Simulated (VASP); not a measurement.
A run of VASP 6.6.1 is set up as follows.

File POSCAR:

```
WS2
1.0
    3.1800000000      0.0000000000      0.0000000000
   -1.5900000000      2.7539607840      0.0000000000
    0.0000000000      0.0000000000     12.5000000000
W S
2 4
Direct
    0.6666666667      0.3333333333      0.7500000000
    0.3333333333      0.6666666667      0.2500000000
    0.6666666667      0.3333333333      0.3750000000
    0.3333333333      0.6666666667      0.8750000000
    0.6666666667      0.3333333333      0.1250000000
    0.3333333333      0.6666666667      0.6250000000
```

The input INCAR.step1:

```
SYSTEM = WS2
PREC = Accurate
ENCUT = 520
EDIFF = 1E-5
ISMEAR = -1
SIGMA = 0.05
LREAL = .False.
LASPH = .True.
NELM = 100
ALGO = Normal
ISIF = 2
LWAVE = .True.
LCHARG = .False.
NBANDS = 35
GGA = PE
KPAR = 4
```

File INCAR.step2:

```
SYSTEM = WS2
PREC = Accurate
ENCUT = 520
EDIFF = 1E-6
ISMEAR = -1
SIGMA = 0.05
LREAL = .False.
LASPH = .True.
NELM = 100
ALGO = Normal
ISIF = 2
LWAVE = .False.
LCHARG = .False.
GGA = PE
LHFCALC = .True.
HFSCREEN = 0.2079
PRECFOCK = Fast
NBANDS = 35
ISTART = 1
KPAR = 4
```

Contents of KPOINTS:

```
regular mesh
0
Gamma
  6 6 2
  0 0 0
```

Potentials or basis: VASP PAW PBE potentials, release 64 (W_sv, S).

Launch:

```sh
$ cat potpaw_PBE.64/W_sv/POTCAR potpaw_PBE.64/S/POTCAR > POTCAR
$ cp INCAR.step1 INCAR
$ mpirun -np 4 vasp_std > vasp.out
$ cp INCAR.step2 INCAR
$ mpirun -np 4 vasp_std > vasp.out
```

**Question.** Predict the pressure.

**Answer.** -2.7 GPa.

**Question.** Estimate the largest force.

**Answer.** 0.406 eV/Å.

**Question.** Predict the band gap on the k mesh.

**Answer.** 1.59 eV (least direct gap 2.22 eV).

Forces in eV/Å, atoms in the order of the input:
```
W    0.000  0.000  0.000
W    0.000  0.000  0.000
S    0.000  0.000 -0.406
S    0.000  0.000 -0.406
S    0.000  0.000  0.406
S    0.000  0.000  0.406
```

Caveat: the PAW data sets were made with another functional, which shifts forces and pressure a little; spin-orbit coupling is left out, which moves the levels of the heavy elements; this functional lacks dispersion, which binds layers or chains, so the pressure and a relaxed spacing across them are unreliable. A k mesh can miss the band edges.
